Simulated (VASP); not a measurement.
Write the native input for VASP 6.6.1 that does the following.

```yaml
Task: single point
Functional: PBEsol
Potentials_or_basis: VASP PAW PBE potentials, release 64 (Mo_sv, S)
Cutoff: 520 eV
k_mesh: 9 × 9 × 4
Occupations: fermi-dirac, width 0.05 eV
Spin: no spin polarisation
Dipole_correction: no
Further_INCAR_settings: ALGO = Normal; EDIFF = 1e-06; NBANDS = 20
```

The structure of MoS2 lies in POSCAR:

```
MoS2
1.0
    3.1615794509      0.0000000000      0.0000000000
   -1.5807897255      2.7380081205      0.0000000000
    0.0000000000      0.0000000000      6.1836112739
Mo S
1 2
Direct
    0.0000000000      0.0000000000      0.5000000000
    0.6666666667      0.3333333333      0.7446806800
    0.3333333333      0.6666666667      0.2553193200
```

One way to write it, as run:

INCAR

```
SYSTEM = MoS2
PREC     = Accurate       ! precision mode
ENCUT    = 520            ! plane-wave cutoff, eV
EDIFF    = 1E-6           ! SCF threshold, eV
ISMEAR   = -1             ! smearing method
SIGMA    = 0.05           ! smearing width, eV
LREAL    = .FALSE.        ! projectors in reciprocal space
LASPH    = .TRUE.         ! aspherical terms in the spheres
NELM     = 60             ! most SCF steps
ALGO     = Normal         ! electronic algorithm
ISIF     = 2              ! what is computed and relaxed
LWAVE    = .FALSE.        ! write WAVECAR
LCHARG   = .TRUE.         ! write CHGCAR
GGA      = PS             ! functional
LELF     = .TRUE.         ! ELF
LVHAR    = .TRUE.       
NBANDS   = 20             ! bands
```

KPOINTS

```
Automatic mesh
0
G
  9 9 4
  0 0 0
```

Potentials or basis: VASP PAW PBE potentials, release 64 (Mo_sv, S).

Run with:

```console
$ cat potpaw_PBE.64/Mo_sv/POTCAR potpaw_PBE.64/S/POTCAR > POTCAR
$ mpirun -np 1 vasp_std > vasp.out
```

It gave:

* Pressure: 5.5 GPa
* Largest force: 1.091 eV/Å
* Band gap on the k mesh: zero (band 13 reaches 8.29 eV, above the bottom of band 14 at 7.30 eV)

Caveat: the PAW data sets were made with another functional, which shifts forces and pressure a little; this functional lacks dispersion, which binds the layers, so the pressure and a relaxed spacing across them are unreliable.

Run time: 68 s on 1 thread of AMD EPYC 7571 (shared host), peak memory 0.16 GiB.
